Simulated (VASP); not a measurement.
LiF3, 4 atoms in the cell. It takes space group P-6m2 (No. 187, hexagonal). Conventional cell: a = 2.443 Å, b = 2.443 Å, c = 8.011 Å, α = 90.00°, β = 90.00°, γ = 120.00°. Within 3.2 Å of Li (site symmetry -6m2) lie 6 Li at 2.44 Å and 6 F at 2.48 Å. F (site symmetry -6m2) has 12 F at 2.42 to 2.44 Å within 3.2 Å. F (site symmetry 3m) has 9 F at 2.42 to 2.44 Å and 3 Li at 2.48 Å within 3.2 Å. 

* Program: VASP 6.6.1
* Task: single point
* Functional: PBE
* Potentials or basis: VASP PAW PBE potentials, release 64 (Li_sv, F)
* Cutoff: 520 eV
* k mesh: 12 × 12 × 2
* Occupations: gaussian, width 0.1 eV
* Spin: collinear spin, ferromagnetic start
* Starting moments: [0.0, 1.0, 1.0, 1.0] μB
* Dipole correction: no
* Further INCAR settings: ALGO = Normal; EDIFF = 1e-06; NBANDS = 24

Potentials or basis: VASP PAW PBE potentials, release 64 (Li_sv, F).

Launch:

```console
$ cat potpaw_PBE.64/Li_sv/POTCAR potpaw_PBE.64/F/POTCAR > POTCAR
$ mpirun -np 1 vasp_std > vasp.out
```

Hardware: 1 thread of Intel(R) Xeon(R) Platinum 8488C (Sapphire Rapids) (shared host).

How long does it take, and how much memory?

It took 3.8 min on 1 thread of Intel(R) Xeon(R) Platinum 8488C (Sapphire Rapids), with other jobs on the host, peak memory 0.19 GiB. Counts: scf iterations 36, k points 38.
